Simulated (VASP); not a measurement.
# Si2S3 (R-3m) in VASP: single point with r2SCAN

Aim: the single point of Si2S3 with r2SCAN.

Program: VASP 6.6.1. These are calculated values, not measurements. Logs are shortened: lines on timing, memory, paths and dates and some standing lists are left out, and cuts for length are marked.

**1. The cell of the first run**

The structure is trigonal, space group R-3m (No. 166). Conventional cell: a = 3.607 Å, b = 3.607 Å, c = 25.084 Å, α = 90.00°, β = 90.00°, γ = 120.00°. Within 3.3 Å of Si (site symmetry 3m) lie 6 S at 2.53 to 2.67 Å. Within 3.5 Å of S (site symmetry -3m) lie 6 Si at 2.67 Å. S (site symmetry 3m) has 3 Si at 2.53 Å and 3 S at 2.99 Å within 3.3 Å.

**2. Single point, r2SCAN**

File POSCAR:

```
Si2S3
1.0
    1.8037439460      1.0413920528      8.3612681490
   -1.8037439460      1.0413920528      8.3612681490
    0.0000000000     -2.0827841055      8.3612681490
Si S
2 3
Direct
    0.4000000000      0.4000000000      0.4000000000
    0.6000000000      0.6000000000      0.6000000000
    0.0000000000      0.0000000000      0.0000000000
    0.2095000000      0.2095000000      0.2095000000
    0.7905000000      0.7905000000      0.7905000000
```

File INCAR.step1:

```
PREC     = Accurate       # precision mode
ENCUT    = 520            # plane-wave cutoff, eV
ISMEAR   = 0              # smearing method
SIGMA    = 0.1            # smearing width, eV
LREAL    = False          # projectors in reciprocal space
LASPH    = True           # aspherical terms in the spheres
NELM     = 80             # most SCF steps
NBANDS   = 21             # bands
GGA      = PE             # functional
ALGO     = Normal         # electronic algorithm
EDIFF    = 1E-4           # SCF threshold, eV
LWAVE    = True           # write WAVECAR
LCHARG   = False          # write CHGCAR
```

File INCAR.step2:

```
PREC     = Accurate       # precision mode
ENCUT    = 520            # plane-wave cutoff, eV
EDIFF    = 1E-6           # SCF threshold, eV
ISMEAR   = 0              # smearing method
SIGMA    = 0.1            # smearing width, eV
LREAL    = False          # projectors in reciprocal space
LASPH    = True           # aspherical terms in the spheres
NELM     = 80             # most SCF steps
ALGO     = Normal         # electronic algorithm
ISIF     = 2              # what is computed and relaxed
LWAVE    = False          # write WAVECAR
LCHARG   = False          # write CHGCAR
METAGGA  = R2SCAN         # meta-GGA
LMIXTAU  = True         
NBANDS   = 21             # bands
ISTART   = 1
```

File KPOINTS:

```
regular mesh
0
Gamma
  6 6 6
```

Potentials or basis: VASP PAW PBE potentials, release 64 (Si, S).

On the command line:

```bash
> cat potpaw_PBE.64/Si/POTCAR potpaw_PBE.64/S/POTCAR > POTCAR
> cp INCAR.step1 INCAR
> mpirun -np 1 vasp_std > vasp.out
> cp INCAR.step2 INCAR
> mpirun -np 1 vasp_std > vasp.out
```

OUTCAR:

```text
PREC = Accurate
   ENCUT = 520
   EDIFF = 1E-6
   ISMEAR = 0
   LREAL = False
   LASPH = True
   NELM = 80
   ISIF = 2
   METAGGA = R2SCAN
   ISTART = 1

 ion  position               nearest neighbor table
   1  0.400  0.400  0.400-   5 2.53   5 2.53   5 2.53   3 2.67   3 2.67   3 2.67
   2  0.600  0.600  0.600-   4 2.53   4 2.53   4 2.53   3 2.67   3 2.67   3 2.67
   3  0.000  0.000  0.000-   2 2.67   2 2.67   1 2.67   1 2.67   2 2.67   1 2.67
   4  0.209  0.209  0.209-   2 2.53   2 2.53   2 2.53
   5  0.791  0.791  0.791-   1 2.53   1 2.53   1 2.53

  LATTYP: Found a trigonal (rhomboedric) cell.
 ALAT       =     8.6167740303
 COS(alpha) =     0.9123624232

  Lattice vectors:

 A1 = (   1.8037439460,   1.0413920528,   8.3612681490)
 A2 = (  -1.8037439460,   1.0413920528,   8.3612681490)
 A3 = (   0.0000000000,  -2.0827841055,   8.3612681490)

Analysis of symmetry for initial positions (statically):
=====================================================================
 Subroutine PRICEL returns:
 Original cell was already a primitive cell.

 Routine SETGRP: Setting up the symmetry group for a
 trigonal (rhombohedral) supercell.

 Subroutine GETGRP returns: Found 12 space group operations
 (whereof 12 operations were pure point group operations)
 out of a pool of 12 trial point group operations.

The static configuration has the point symmetry D_3d.

Analysis of symmetry for dynamics (positions and initial velocities):
=====================================================================
 Subroutine PRICEL returns:
 Original cell was already a primitive cell.

 Routine SETGRP: Setting up the symmetry group for a
 trigonal (rhombohedral) supercell.

 Subroutine GETGRP returns: Found 12 space group operations
 (whereof 12 operations were pure point group operations)
 out of a pool of 12 trial point group operations.

The dynamic configuration has the point symmetry D_3d.

 Subroutine INISYM returns: Found 12 space group operations
 (whereof 12 operations are pure point group operations),
 and found     1 'primitive' translations

----------------------------------------------------------------------------------------

                                     Primitive cell

  volume of cell :      94.2351

  direct lattice vectors                    reciprocal lattice vectors
     1.803743946  1.041392053  8.361268149     0.277201208  0.160042192  0.039866361
    -1.803743946  1.041392053  8.361268149    -0.277201208  0.160042192  0.039866361
[... 87 lines left out ...]
   LSORBIT =      F    spin-orbit coupling
   LASPH  =      T    aspherical Exc in radial PAW
   ENCUT  =  520.0 eV  38.22 Ry    6.18 a.u.  16.02 16.02 16.02*2*pi/ulx,y,z
   NELM   =     80;   NELMIN=  2; NELMDL=  0     # of ELM steps
   EDIFF  = 0.1E-05   stopping-criterion for ELM
   LREAL  =      F    real-space projection
   EDIFFG = 0.1E-04   stopping-criterion for IOM
   NSW    =      0    number of steps for IOM
   IBRION =     -1    ionic relax: 0-MD 1-quasi-New 2-CG
   NFREE  =      0    steps in history (QN), initial steepest desc. (CG)
   ISIF   =      2    stress and relaxation
   ISYM   =      2    0-nonsym 1-usesym 2-fastsym
   POTIM  = 0.5000    time-step for ionic-motion
   TEBEG  =    0.0;   TEEND  =   0.0 temperature during run
   PSTRESS=    0.0 pullay stress
   NELECT =      26.0000    total number of electrons
   NUPDOWN=      -1.0000    fix difference up-down
   EMIN   =  10.00;   EMAX   =-10.00  energy-range for DOS
   EFERMI =   0.00;   METHOD = LEGACY
   ISMEAR =     0;   SIGMA  =   0.10  broadening in eV -4-tet -1-fermi 0-gaus
   EFERMI_NEDOS =   21; number of points for ismear=-14 and -15
   IALGO  =     38    algorithm
   IMIX   =      4    mixing-type and parameters
     AMIX     =   0.40;   BMIX     =  1.00
     AMIX_MAG =   1.60;   BMIX_MAG =  1.00
  volume/ion in A,a.u.               =      18.85       127.19
  Fermi-wavevector in a.u.,A,eV,Ry     =   1.065766  2.014005 15.454268  1.135857
  Thomas-Fermi vector in A             =   2.201328
   LORBIT       =      0    0 simple, 1 ext, 2 COOP (PROOUT), +10 PAW based schemes
   METAGGA = R2SCAN    functional components
   LHFCALC =     F    Hartree Fock is set to
   AEXX    =    0.0000 exact exchange contribution
   IVDW    =     0    specifies the selected vdW correction
   LEPSILON=     F    determine dielectric tensor
   LRPA    =     F    only Hartree local field effects (RPA)
 non-spin polarized calculation
 Gauss-broadening in eV      SIGMA  =   0.10
  energy-cutoff  :      520.00
  volume of cell :       94.24
 maximum number of plane-waves:      2582
   NGX = 31   NGY = 31   NGZ = 31

 number of electron      26.0000000 magnetization

 Free energy of the ion-electron system (eV)
  ---------------------------------------------------
  ext. energy  EPLUGINS =         0.00000000
  ---------------------------------------------------
  free energy    TOTEN  =       -41.79711100 eV

  energy without entropy =      -41.78699873  energy(sigma->0) =      -41.79205486

 E-fermi :   6.1760     XC(G=0): -10.5331

 val. band max:        6.1396670278   @ k =   0.3333   0.1667   0.0000
 cond. band min:       6.1769475014   @ k =  -0.1667   0.5000   0.1667
 fundamental gap:      0.0372804736
 Fermi energy:         6.1759711904

 k-point     1 :       0.0000    0.0000    0.0000
  band No.  band energies     occupation
      1      -9.7037      2.00000
      2      -8.3383      2.00000
      3      -8.0923      2.00000
      4      -1.7357      2.00000
      5      -0.5549      2.00000
      6       3.8792      2.00000
[... 565 lines left out ...]
     20      11.8878      0.00000
     21      13.0067      0.00000

 [... further k-points ...]
[... 5 lines left out ...]
  --------------------------------------------------------------------------------------
  -------------------------------------------------------------------------------------
  Total       -5.9848177     -5.9848177     -8.0918997     -0.0000000     -0.0000000      0.0000000
  in kB     -101.7534066   -101.7534066   -137.5778517     -0.0000000     -0.0000000      0.0000000
  external PRESSURE =    -113.6948883 kB  Pullay stress =       0.0000000 kB

 VOLUME and BASIS-vectors are now :
 -----------------------------------------------------------------------------
  energy-cutoff  :      520.00
  volume of cell :       94.24
      direct lattice vectors                 reciprocal lattice vectors
     1.803743946  1.041392053  8.361268149     0.277201208  0.160042192  0.039866361
    -1.803743946  1.041392053  8.361268149    -0.277201208  0.160042192  0.039866361
     0.000000000 -2.082784106  8.361268149     0.000000000 -0.320084384  0.039866361

 POSITION                                       TOTAL-FORCE (eV/Angst)
 -----------------------------------------------------------------------------------
      0.00000      0.00000     10.03352         0.000000      0.000000      0.932560
      0.00000      0.00000     15.05028         0.000000     -0.000000     -0.932560
      0.00000      0.00000      0.00000         0.000000     -0.000000      0.000000
      0.00000      0.00000      5.25506         0.000000      0.000000      2.681866
      0.00000      0.00000     19.82875         0.000000     -0.000000     -2.681866
 -----------------------------------------------------------------------------------
    total drift:                                0.000000      0.000000     -0.000000

  FREE ENERGIE OF THE ION-ELECTRON SYSTEM (eV)
  ---------------------------------------------------
  free  energy   TOTEN  =       -41.7971109961 eV

  energy  without entropy=      -41.7869987281  energy(sigma->0) =      -41.79205486
```

Run time: 33 min. Hardware: 1 thread of AMD EPYC 7R43 (Zen 3), shared host; peak memory 0.55 GiB.

Results:

```yaml
Free_energy: -41.7971 eV
Pressure: -11.4 GPa
Largest_force: 2.682 eV/Å
Band_gap_on_the_k_mesh: zero (band 13 reaches 6.89 eV, above the bottom of band 14 at 6.04 eV)
```

Forces on the atoms (eV/Å):
```
Si   0.000  0.000  0.933
Si   0.000  0.000 -0.933
S    0.000  0.000  0.000
S    0.000  0.000  2.682
S    0.000  0.000 -2.682
```

Stress tensor (GPa, compression positive):
```
-10.18   0.00   0.00
  0.00 -10.18   0.00
  0.00   0.00 -13.76
```

Caveat: the PAW data sets were made with another functional, which shifts forces and pressure a little.
